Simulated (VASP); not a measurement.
# B (P6/mmm) in VASP: further runs

Runs on B. Level: PBE. Tasks: single point.

Program: VASP 6.6.1. These are calculated values, not measurements. Logs are shortened: lines on timing, memory, paths and dates and some standing lists are left out, and cuts for length are marked.

**1. The cell of the first run**

It takes space group P6/mmm (No. 191, hexagonal). The conventional cell has a = 1.702 Å, b = 1.702 Å, c = 3.635 Å, α = 90.00°, β = 90.00°, γ = 120.00°. B (site symmetry 6/mmm) has 6 B at 1.70 Å within 2.3 Å.

**2. Single point, PBE**

INCAR reads:

```
ALGO = Normal
EDIFF = 1E-6
ENCUT = 520
GGA = PE
ISIF = 2
ISMEAR = -1
LASPH = True
LCHARG = False
LREAL = False
LWAVE = False
NBANDS = 8
NELM = 60
PREC = Accurate
SIGMA = 0.05
```

KPOINTS reads:

```
k-points
0
Gamma
  9 9 4
```

POSCAR reads:

```
B
1.0
    1.7024000000      0.0000000000      0.0000000000
   -0.8512000000      1.4744000000      0.0000000000
    0.0000000000      0.0000000000      3.6354000000
B
1
Direct
    0.0000000000      0.0000000000      0.0000000000
```

Potentials or basis: VASP PAW PBE potentials, release 64 (B).

On the command line:

```sh
$ cat potpaw_PBE.64/B/POTCAR > POTCAR
$ mpirun -np 1 vasp_std > vasp.out
```

OUTCAR:

```text
EDIFF = 1E-6
   ENCUT = 520
   GGA = PE
   ISIF = 2
   ISMEAR = -1
   LASPH = True
   LREAL = False
   NELM = 60
   PREC = Accurate

 ion  position               nearest neighbor table
   1  0.000  0.000  0.000-

  LATTYP: Found a base centered orthorhombic cell.
 ALAT       =     1.7024000000
 B/A-ratio  =     1.7321428571
 C/A-ratio  =     2.1354558271

  Lattice vectors:

 A1 = (   0.8512000000,  -1.4744000000,   0.0000000000)
 A2 = (   0.8512000000,   1.4744000000,   0.0000000000)
 A3 = (   0.0000000000,   0.0000000000,   3.6354000000)

Analysis of symmetry for initial positions (statically):
=====================================================================
 Subroutine PRICEL returns:
 Original cell was already a primitive cell.

 Routine SETGRP: Setting up the symmetry group for a
 base centered orthorhombic supercell.

 Subroutine GETGRP returns: Found  8 space group operations
 (whereof  8 operations were pure point group operations)
 out of a pool of  8 trial point group operations.

The static configuration has the point symmetry D_2h.

Analysis of symmetry for dynamics (positions and initial velocities):
=====================================================================
 Subroutine PRICEL returns:
 Original cell was already a primitive cell.

 Routine SETGRP: Setting up the symmetry group for a
 base centered orthorhombic supercell.

 Subroutine GETGRP returns: Found  8 space group operations
 (whereof  8 operations were pure point group operations)
 out of a pool of  8 trial point group operations.

The dynamic configuration has the point symmetry D_2h.

 Subroutine INISYM returns: Found  8 space group operations
 (whereof  8 operations are pure point group operations),
 and found     1 'primitive' translations

----------------------------------------------------------------------------------------

                                     Primitive cell

  volume of cell :       9.1249

  direct lattice vectors                    reciprocal lattice vectors
     1.702400000  0.000000000  0.000000000     0.587406015  0.339120998  0.000000000
    -0.851200000  1.474400000  0.000000000     0.000000000  0.678241997  0.000000000
     0.000000000  0.000000000  3.635400000     0.000000000  0.000000000  0.275072894

  length of vectors
     1.702400000  1.702467856  3.635400000     0.678269031  0.678241997  0.275072894

  position of ions in fractional coordinates (direct lattice)
     0.000000000  0.000000000  0.000000000

  ion indices of the primitive-cell ions
   primitive index   ion index
                 1           1

----------------------------------------------------------------------------------------

 KPOINTS: k-points

Automatic generation of k-mesh.
 Grid dimensions read from file:
 generate k-points for:    9    9    4

 Generating k-lattice:

  Cartesian coordinates                     Fractional coordinates (reciprocal lattice)
     0.065267335  0.037680111  0.000000000     0.111111111  0.000000000  0.000000000
     0.000000000  0.075360222  0.000000000     0.000000000  0.111111111  0.000000000
     0.000000000  0.000000000  0.068768224     0.000000000  0.000000000  0.250000000

  Length of vectors
     0.075363226  0.075360222  0.068768224

  Shift w.r.t. Gamma in fractional coordinates (k-lattice)
     0.000000000  0.000000000  0.000000000

 Subroutine IBZKPT returns following result:
 ===========================================

 Found     75 irreducible k-points:

 Following reciprocal coordinates:
            Coordinates               Weight
  0.000000  0.000000  0.000000      1.000000
  0.111111  0.000000  0.000000      4.000000
  0.222222 -0.000000  0.000000      4.000000
  0.333333 -0.000000  0.000000      4.000000
  0.444444 -0.000000  0.000000      4.000000
  0.000000  0.111111  0.000000      2.000000
[... 16 lines left out ...]
  0.333333  0.333333  0.000000      2.000000
  0.000000  0.444444  0.000000      2.000000
 [... further k-points ...]
   k-points           NKPTS =     75   k-points in BZ     NKDIM =     75   number of bands    NBANDS=      8
   number of dos      NEDOS =    301   number of ions     NIONS =      1
   total plane-waves  NPLWV =   5488
   dimension x,y,z NGX =    14 NGY =   14 NGZ =   28
   dimension x,y,z NGXF=    28 NGYF=   28 NGZF=   56
   ions per type =               1
   NGX,Y,Z   is equivalent  to a cutoff of  13.67, 13.67, 12.80 a.u.
   NGXF,Y,Z  is equivalent  to a cutoff of  27.34, 27.34, 25.61 a.u.
 SYSTEM =  unknown system
   PREC   = accura    normal or accurate (medium, high low for compatibility)
   ISTART =      0    job   : 0-new  1-cont  2-samecut
   ICHARG =      2    charge: 1-file 2-atom 10-const
   ISPIN  =      1    spin polarized calculation?
   LNONCOLLINEAR =      F non collinear calculations
   LSORBIT =      F    spin-orbit coupling
   LASPH  =      T    aspherical Exc in radial PAW
   ENCUT  =  520.0 eV  38.22 Ry    6.18 a.u.   3.17  3.17  6.76*2*pi/ulx,y,z
   NELM   =     60;   NELMIN=  2; NELMDL= -5     # of ELM steps
   EDIFF  = 0.1E-05   stopping-criterion for ELM
   LREAL  =      F    real-space projection
[... 7 lines left out ...]
   TEBEG  =    0.0;   TEEND  =   0.0 temperature during run
   PSTRESS=    0.0 pullay stress
   NELECT =       3.0000    total number of electrons
   NUPDOWN=      -1.0000    fix difference up-down
   EMIN   =  10.00;   EMAX   =-10.00  energy-range for DOS
   EFERMI =   0.00;   METHOD = LEGACY
   ISMEAR =    -1;   SIGMA  =   0.05  broadening in eV -4-tet -1-fermi 0-gaus
   EFERMI_NEDOS =   21; number of points for ismear=-14 and -15
   IALGO  =     38    algorithm
   IMIX   =      4    mixing-type and parameters
     AMIX     =   0.40;   BMIX     =  1.00
     AMIX_MAG =   1.60;   BMIX_MAG =  1.00
  volume/ion in A,a.u.               =       9.12        61.58
  Fermi-wavevector in a.u.,A,eV,Ry     =   1.129897  2.135196 17.370113  1.276667
  Thomas-Fermi vector in A             =   2.266592
   LORBIT       =      0    0 simple, 1 ext, 2 COOP (PROOUT), +10 PAW based schemes
   GGA     = PE    functional components
   LHFCALC =     F    Hartree Fock is set to
   AEXX    =    0.0000 exact exchange contribution
   IVDW    =     0    specifies the selected vdW correction
   LEPSILON=     F    determine dielectric tensor
   LRPA    =     F    only Hartree local field effects (RPA)
 non-spin polarized calculation
  energy-cutoff  :      520.00
  volume of cell :        9.12
 maximum number of plane-waves:       258
 NGX is ok and might be reduce to    14
   NGX =  7   NGY =  7   NGZ = 13

 number of electron       3.0000000 magnetization

 Free energy of the ion-electron system (eV)
  ---------------------------------------------------
  ext. energy  EPLUGINS =         0.00000000
  ---------------------------------------------------
  free energy    TOTEN  =        -5.98430044 eV

  energy without entropy =       -5.97902200  energy(sigma->0) =       -5.98166122

 E-fermi :   5.9294     XC(G=0): -10.1044

 val. band max:        5.6111912457   @ k =   0.3333  -0.0000   0.0000
 cond. band min:       5.9821791949   @ k =   0.2222   0.3333   0.0000
 fundamental gap:      0.3709879492
 Fermi energy:         5.9293891956

 k-point     1 :       0.0000    0.0000    0.0000
  band No.  band energies     occupation
      1     -12.0446      2.00000
      2      -1.5147      2.00000
      3       7.7401      0.00000
      4      30.1077      0.00000
      5      30.1097      0.00000
      6      31.3627      0.00000
      7      37.2909      0.00000
      8      51.3547      0.00000

 k-point     2 :       0.1111    0.0000    0.0000
  band No.  band energies     occupation
      1     -11.4742      2.00000
      2      -0.7033      2.00000
      3       8.4402      0.00000
      4      27.2649      0.00000
      5      28.4737      0.00000
      6      31.9486      0.00000
      7      38.6329      0.00000
      8      45.3845      0.00000

 k-point     3 :       0.2222   -0.0000    0.0000
  band No.  band energies     occupation
      1      -9.7885      2.00000
      2       1.7093      2.00000
      3      10.4199      0.00000
      4      21.0009      0.00000
      5      25.4175      0.00000
      6      32.9371      0.00000
      7      39.0648      0.00000
      8      42.6049      0.00000

 k-point     4 :       0.3333   -0.0000    0.0000
  band No.  band energies     occupation
      1      -7.1313      2.00000
      2       5.6112      1.99656
      3      11.3098      0.00000
      4      16.7991      0.00000
      5      22.8669      0.00000
      6      28.5455      0.00000
      7      36.8813      0.00000
      8      39.2294      0.00000

 k-point     5 :       0.4444   -0.0000    0.0000
  band No.  band energies     occupation
      1      -4.2707      2.00000
      2       7.2176      0.00000
      3      10.3175      0.00000
      4      20.9254      0.00000
      5      21.3441      0.00000
      6      21.4947      0.00000
      7      28.1353      0.00000
      8      39.8263      0.00000
[... 177 lines left out ...]
 k-point    22 :       0.2222    0.3333    0.0000
  band No.  band energies     occupation
      1      -2.0895      2.00000
      2       5.9822      0.51623
      3      12.2717      0.00000
      4      14.9222      0.00000
      5      23.5798      0.00000
      6      24.1091      0.00000
      7      31.0805      0.00000
      8      31.9276      0.00000

 k-point    23 :       0.3333    0.3333    0.0000
  band No.  band energies     occupation
      1       1.8095      2.00000
      2       1.8098      2.00000
      3      13.9360      0.00000
      4      14.4071      0.00000
      5      25.5330      0.00000
      6      25.5339      0.00000
      7      29.0974      0.00000
      8      29.0985      0.00000

 k-point    24 :       0.0000    0.4444    0.0000
  band No.  band energies     occupation
      1      -4.2714      2.00000
      2       7.2160      0.00000
      3      10.3163      0.00000
      4      20.9244      0.00000
      5      21.3428      0.00000
      6      21.4978      0.00000
      7      28.1337      0.00000
      8      39.8292      0.00000

 [... further k-points ...]
[... 5 lines left out ...]
  --------------------------------------------------------------------------------------
  -------------------------------------------------------------------------------------
  Total        0.0360120      0.0357582      0.2896075      0.0000000      0.0000000      0.0000000
  in kB        6.3230794      6.2785103     50.8500292      0.0000000      0.0000000      0.0000000
  external PRESSURE =      21.1505396 kB  Pullay stress =       0.0000000 kB

 VOLUME and BASIS-vectors are now :
 -----------------------------------------------------------------------------
  energy-cutoff  :      520.00
  volume of cell :        9.12
      direct lattice vectors                 reciprocal lattice vectors
     1.702400000  0.000000000  0.000000000     0.587406015  0.339120998  0.000000000
    -0.851200000  1.474400000  0.000000000     0.000000000  0.678241997  0.000000000
     0.000000000  0.000000000  3.635400000     0.000000000  0.000000000  0.275072894

 POSITION                                       TOTAL-FORCE (eV/Angst)
 -----------------------------------------------------------------------------------
      0.00000      0.00000      0.00000        -0.000000      0.000000      0.000000
 -----------------------------------------------------------------------------------
    total drift:                               -0.000000     -0.000000     -0.000000

  FREE ENERGIE OF THE ION-ELECTRON SYSTEM (eV)
  ---------------------------------------------------
  free  energy   TOTEN  =        -5.9843004385 eV

  energy  without entropy=       -5.9790219989  energy(sigma->0) =       -5.98166122
```

Run time: 4.5 s. Hardware: 1 thread of Intel Xeon 6975P-C, shared host; peak memory 0.11 GiB.

Results:

* Free energy: -5.9843 eV
* Pressure: 2.1 GPa

Stress tensor (GPa, compression positive):
```
0.63 0.00 0.00
0.00 0.63 0.00
0.00 0.00 5.09
```

Caveat: the k points lie up to 0.47 Å⁻¹ apart.

(Continued in part 2 of 2.)
